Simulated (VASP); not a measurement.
Input of a VASP 6.6.1 run:

The input INCAR:

```
SYSTEM = Rh
PREC = Accurate ; ENCUT = 520
EDIFF = 1E-6 ; ISMEAR = 0
SIGMA = 0.15 ; LREAL = .False.
LASPH = .True. ; NELM = 60
ALGO = Fast ; ISIF = 2
LWAVE = .False. ; LCHARG = .False.
GGA = PE ; NBANDS = 22
```

The input KPOINTS:

```
Automatic mesh
0
Gamma
  18 18 10
  0 0 0
```

The input POSCAR:

```
Rh
1.0
    2.5886000000      0.0000000000      0.0000000000
   -1.2943000000      2.2417933602      0.0000000000
    0.0000000000      0.0000000000      4.7359000000
Rh
2
Direct
    0.6666666667      0.3333333333      0.7500000000
    0.3333333333      0.6666666667      0.2500000000
```

Potentials or basis: VASP PAW PBE potentials, release 64 (Rh_pv).

Command:

```console
$ cat potpaw_PBE.64/Rh_pv/POTCAR > POTCAR
$ mpirun -np 1 vasp_std > vasp.out
```

Estimate the band gap on the k mesh.

zero (band 15 reaches 13.11 eV, above the bottom of band 16 at 10.49 eV).

What does it give for the pressure?

11.7 GPa.

Stress tensor (GPa, compression positive):
```
 24.58   0.00   0.00
  0.00  24.58   0.00
  0.00   0.00 -13.96
```
